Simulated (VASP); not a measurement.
# Si2W (I4/mmm) in VASP: notebook, part 3 of 3

VASP 6.6.1.

## Step 5: Single point, PBEsol

This run uses another cell than the first one, of 13.36 Å³/atom, 1.077 times its volume.

INCAR

```
PREC = Accurate
ENCUT = 520
EDIFF = 1E-6
ISMEAR = -1
SIGMA = 0.05
LREAL = False
LASPH = True
NELM = 60
ALGO = Normal
ISIF = 2
LWAVE = False
LCHARG = True
GGA = PS
LELF = True
LVHAR = True
NBANDS = 18
```

KPOINTS

```
Automatic mesh
0
Gamma
  12 12 12
```

POSCAR

```
Si2W
1.0
   -1.6010660947      1.6010660947      3.9083666781
    1.6010660947     -1.6010660947      3.9083666781
    1.6010660947      1.6010660947     -3.9083666781
W Si
1 2
Direct
    0.0000000000      0.0000000000      0.0000000000
    0.6655333775      0.6655333775      0.0000000000
    0.3344666225      0.3344666225      0.0000000000
```

Potentials or basis: VASP PAW PBE potentials, release 64 (W_sv, Si).

Command:

```sh
cat potpaw_PBE.64/W_sv/POTCAR potpaw_PBE.64/Si/POTCAR > POTCAR
mpirun -np 1 vasp_std > vasp.out
```

OUTCAR:

```text
PREC = Accurate
   ENCUT = 520
   EDIFF = 1E-6
   ISMEAR = -1
   LREAL = False
   LASPH = True
   NELM = 60
   ISIF = 2
   GGA = PS

 ion  position               nearest neighbor table
   1  0.000  0.000  0.000-   2 2.61   2 2.61   2 2.61   3 2.61   2 2.61   3 2.61   3 2.61   3 2.61
                             2 2.61   3 2.61
   2  0.666  0.666  0.000-   3 2.59   1 2.61   1 2.61   1 2.61   1 2.61   1 2.61   3 2.62   3 2.62
                             3 2.62   3 2.62
   3  0.334  0.334  0.000-   2 2.59   1 2.61   1 2.61   1 2.61   1 2.61   1 2.61   2 2.62   2 2.62
                             2 2.62   2 2.62

  LATTYP: Found a body centered tetragonal cell.
 ALAT       =     3.2021321894
 C/A-ratio  =     2.4411026447

  Lattice vectors:

 A1 = (  -1.6010660947,   1.6010660947,   3.9083666781)
 A2 = (   1.6010660947,  -1.6010660947,   3.9083666781)
 A3 = (   1.6010660947,   1.6010660947,  -3.9083666781)

Analysis of symmetry for initial positions (statically):
=====================================================================
 Subroutine PRICEL returns:
 Original cell was already a primitive cell.

[... 165 lines left out ...]
  ext. energy  EPLUGINS =         0.00000000
  ---------------------------------------------------
  free energy    TOTEN  =       -26.64073226 eV

  energy without entropy =      -26.63886625  energy(sigma->0) =      -26.63979925

 E-fermi :  12.0108     XC(G=0): -12.6492

 val. band max:       11.9585955555   @ k =  -0.3333  -0.4167   0.3333
 cond. band min:      12.0251988006   @ k =  -0.4167  -0.4167   0.3333
 fundamental gap:      0.0666032451
 Fermi energy:        12.0107821245

 k-point     1 :       0.0000    0.0000    0.0000
  band No.  band energies     occupation
      1     -61.7982      2.00000
      2     -26.0725      2.00000
      3     -26.0445      2.00000
      4     -26.0445      2.00000
      5      -2.1580      2.00000
      6       5.0687      2.00000
[... 481 lines left out ...]
      5       0.9553      2.00000
      6       3.6388      2.00000
[... 10 lines left out ...]
     17      19.1320      0.00000
     18      20.4273      0.00000

 [... further k-points ...]
[... 5 lines left out ...]
  --------------------------------------------------------------------------------------
  -------------------------------------------------------------------------------------
  Total        0.0880295      0.0880295      0.0810581      0.0000000     -0.0000000      0.0000000
  in kB        3.5193722      3.5193722      3.2406568      0.0000000     -0.0000000      0.0000000
  external PRESSURE =       3.4264670 kB  Pullay stress =       0.0000000 kB

 VOLUME and BASIS-vectors are now :
 -----------------------------------------------------------------------------
  energy-cutoff  :      520.00
  volume of cell :       40.08
      direct lattice vectors                 reciprocal lattice vectors
    -1.601066095  1.601066095  3.908366678     0.000000000  0.312291917  0.127930678
     1.601066095 -1.601066095  3.908366678     0.312291917  0.000000000  0.127930678
     1.601066095  1.601066095 -3.908366678     0.312291917  0.312291917  0.000000000

 POSITION                                       TOTAL-FORCE (eV/Angst)
 -----------------------------------------------------------------------------------
      0.00000      0.00000      0.00000         0.000000      0.000000     -0.000000
      0.00000      0.00000      5.20230        -0.000000     -0.000000      0.011628
      0.00000      0.00000      2.61444         0.000000      0.000000     -0.011628
 -----------------------------------------------------------------------------------
    total drift:                               -0.000000      0.000000     -0.000000

  FREE ENERGIE OF THE ION-ELECTRON SYSTEM (eV)
  ---------------------------------------------------
  free  energy   TOTEN  =       -26.6407322584 eV

  energy  without entropy=      -26.6388662515  energy(sigma->0) =      -26.63979925
```

OSZICAR:

```text
N       E                     dE             d eps       ncg     rms          rms(c)
DAV:   1     0.129985102363E+03    0.12999E+03   -0.10886E+04  5868   0.124E+03
DAV:   2    -0.229257080998E+02   -0.15291E+03   -0.14913E+03  6720   0.323E+02
DAV:   3    -0.274764892423E+02   -0.45508E+01   -0.44978E+01  7324   0.501E+01
DAV:   4    -0.275171329187E+02   -0.40644E-01   -0.40557E-01  6958   0.488E+00
DAV:   5    -0.275175500027E+02   -0.41708E-03   -0.41705E-03  6940   0.533E-01    0.264E+01
DAV:   6    -0.267619376116E+02    0.75561E+00   -0.31842E+00  6284   0.128E+01    0.936E+00
DAV:   7    -0.266660654880E+02    0.95872E-01   -0.21373E-01  6274   0.261E+00    0.459E+00
DAV:   8    -0.266414333060E+02    0.24632E-01   -0.44221E-02  6680   0.159E+00    0.321E-01
DAV:   9    -0.266408855158E+02    0.54779E-03   -0.97002E-04  6710   0.258E-01    0.188E-01
DAV:  10    -0.266407372148E+02    0.14830E-03   -0.25735E-04  7022   0.138E-01    0.428E-02
DAV:  11    -0.266407320331E+02    0.51817E-05   -0.31636E-05  6710   0.405E-02    0.185E-02
DAV:  12    -0.266407322584E+02   -0.22523E-06   -0.13717E-06  4498   0.778E-03
   1 F= -.26640732E+02 E0= -.26639799E+02  d E =-.186601E-02
```

stdout:

```text
POSCAR found type information on POSCAR W Si
 POSCAR found :  2 types and       3 ions
 scaLAPACK will be used
 -----------------------------------------------------------------------------
|                                                                             |
|                                                                             |
|     You enforced a specific xc type in the INCAR file but a different       |
|     I HOPE YOU KNOW WHAT YOU ARE DOING!                                     |
|                                                                             |
 -----------------------------------------------------------------------------

 LDA part: xc-table for (Slater+PW92), standard interpolation
 POSCAR, INCAR and KPOINTS ok, starting setup
 FFT: planning ... GRIDC
 FFT: planning ... GRID_SOFT
 FFT: planning ... GRID
 WAVECAR not read
 entering main loop
```

Run time: 77 s. Hardware: 1 thread of Intel Xeon Platinum 8488C (Sapphire Rapids), shared host; peak memory 0.27 GiB.

What came out:

- Free energy: -26.6407 eV
- Pressure: 0.3 GPa
- Largest force: 0.012 eV/Å
- Band gap on the k mesh: zero (band 11 reaches 12.75 eV, above the bottom of band 12 at 11.42 eV)

Forces on the atoms (eV/Å):
```
W    0.000  0.000  0.000
Si   0.000  0.000  0.012
Si   0.000  0.000 -0.012
```

Caveat: the PAW data sets were made with another functional, which shifts forces and pressure a little; spin-orbit coupling is left out, which moves the levels of the heavy elements.

## Step 6: Single point, PBEsol

This run uses another cell than the first one, of 13.48 Å³/atom, 1.086 times its volume.

INCAR

```
PREC = Accurate ; ENCUT = 520
EDIFF = 1E-7 ; ISMEAR = -1
SIGMA = 0.03 ; LREAL = False
LASPH = True ; NELM = 60
ALGO = Normal ; ISIF = 2
LWAVE = False ; LCHARG = False
GGA = PS ; NBANDS = 18
```

KPOINTS

```
Automatic mesh
0
Gamma
  7 7 7
```

POSCAR

```
Si2W
1.0
   -1.6069000000      1.6069000000      3.9149500000
    1.6069000000     -1.6069000000      3.9149500000
    1.6069000000      1.6069000000     -3.9149500000
W Si
1 2
Direct
    0.0000000000      0.0000000000      0.0000000000
    0.6653000000      0.6653000000      0.0000000000
    0.3347000000      0.3347000000      0.0000000000
```

Potentials or basis: VASP PAW PBE potentials, release 64 (W_sv, Si).

Command:

```sh
cat potpaw_PBE.64/W_sv/POTCAR potpaw_PBE.64/Si/POTCAR > POTCAR
mpirun -np 1 vasp_std > vasp.out
```

OUTCAR:

```text
PREC = Accurate
   ENCUT = 520
   EDIFF = 1E-7
   ISMEAR = -1
   LREAL = False
   LASPH = True
   NELM = 60
   ISIF = 2
   GGA = PS

 ion  position               nearest neighbor table
   1  0.000  0.000  0.000-   2 2.62   2 2.62   2 2.62   3 2.62   2 2.62   3 2.62   3 2.62   3 2.62
                             2 2.62   3 2.62
   2  0.665  0.665  0.000-   3 2.59   1 2.62   1 2.62   1 2.62   1 2.62   1 2.62   3 2.63   3 2.63
                             3 2.63   3 2.63
   3  0.335  0.335  0.000-   2 2.59   1 2.62   1 2.62   1 2.62   1 2.62   1 2.62   2 2.63   2 2.63
                             2 2.63   2 2.63

[... 696 lines left out ...]

 [... further k-points ...]
[... 5 lines left out ...]
  --------------------------------------------------------------------------------------
  -------------------------------------------------------------------------------------
  Total       -0.4286337     -0.4286337     -0.3941580      0.0000000      0.0000000     -0.0000000
  in kB      -16.9837274    -16.9837274    -15.6176996      0.0000000      0.0000000     -0.0000000
  external PRESSURE =     -16.5283848 kB  Pullay stress =       0.0000000 kB

 VOLUME and BASIS-vectors are now :
 -----------------------------------------------------------------------------
  energy-cutoff  :      520.00
  volume of cell :       40.44
      direct lattice vectors                 reciprocal lattice vectors
    -1.606900000  1.606900000  3.914950000     0.000000000  0.311158131  0.127715552
     1.606900000 -1.606900000  3.914950000     0.311158131  0.000000000  0.127715552
     1.606900000  1.606900000 -3.914950000     0.311158131  0.311158131  0.000000000

 POSITION                                       TOTAL-FORCE (eV/Angst)
 -----------------------------------------------------------------------------------
      0.00000      0.00000      0.00000        -0.000000     -0.000000     -0.000000
      0.00000      0.00000      5.20923         0.000000      0.000000     -0.012056
      0.00000      0.00000      2.62067        -0.000000     -0.000000      0.012056
 -----------------------------------------------------------------------------------
    total drift:                               -0.000000     -0.000000      0.000000

  FREE ENERGIE OF THE ION-ELECTRON SYSTEM (eV)
  ---------------------------------------------------
  free  energy   TOTEN  =       -26.6394396109 eV

  energy  without entropy=      -26.6383308547  energy(sigma->0) =      -26.63888523
```

Wall time 68 s (1 thread of AMD EPYC 7R43 (Zen 3), shared host); peak memory 0.18 GiB.

What came out:

```yaml
Free_energy: -26.6394 eV
Pressure: -1.7 GPa
Largest_force: 0.012 eV/Å
Band_gap_on_the_k_mesh: zero (band 11 reaches 12.58 eV, above the bottom of band 12 at 11.52 eV)
```

Forces on the atoms (eV/Å):
```
W    0.000  0.000  0.000
Si   0.000  0.000 -0.012
Si   0.000  0.000  0.012
```

Caveat: the k points lie up to 0.39 Å⁻¹ apart; the PAW data sets were made with another functional, which shifts forces and pressure a little; spin-orbit coupling is left out, which moves the levels of the heavy elements.

## Step 7: Overview

```csv
cell,k mesh,smearing,gap on the mesh (eV),pressure (GPa),largest force (eV/Å)
"a = 4.417 Å, angles 138.7, 138.7, 59.9°, 3 atoms",12 × 12 × 12,fermi-dirac 0.05 eV,none,20.6,0.01
"a = 4.463 Å, angles 138.6, 138.6, 60.0°, 3 atoms",12 × 12 × 12,fermi-dirac 0.05 eV,none,10.5,0.01
"a = 4.488 Å, angles 138.5, 138.5, 60.1°, 3 atoms",12 × 12 × 12,fermi-dirac 0.05 eV,none,5.4,0.01
"a = 4.517 Å, angles 138.5, 138.5, 60.2°, 3 atoms",12 × 12 × 12,fermi-dirac 0.05 eV,none,0.3,0.01
"a = 4.527 Å, angles 138.4, 138.4, 60.3°, 3 atoms",7 × 7 × 7,fermi-dirac 0.03 eV,none,-1.7,0.01
```

Alike in all rows: task single point; level PBEsol; potentials or basis VASP PAW PBE potentials, release 64 (W_sv, Si); no spin polarisation; cutoff (eV) 520.

Caveats: some runs use coarse meshes; the PAW data sets were made with another functional, which shifts forces and pressure a little; spin-orbit coupling is left out, which moves the levels of the heavy elements.

Absolute energies hang on the potentials; compare differences alone.
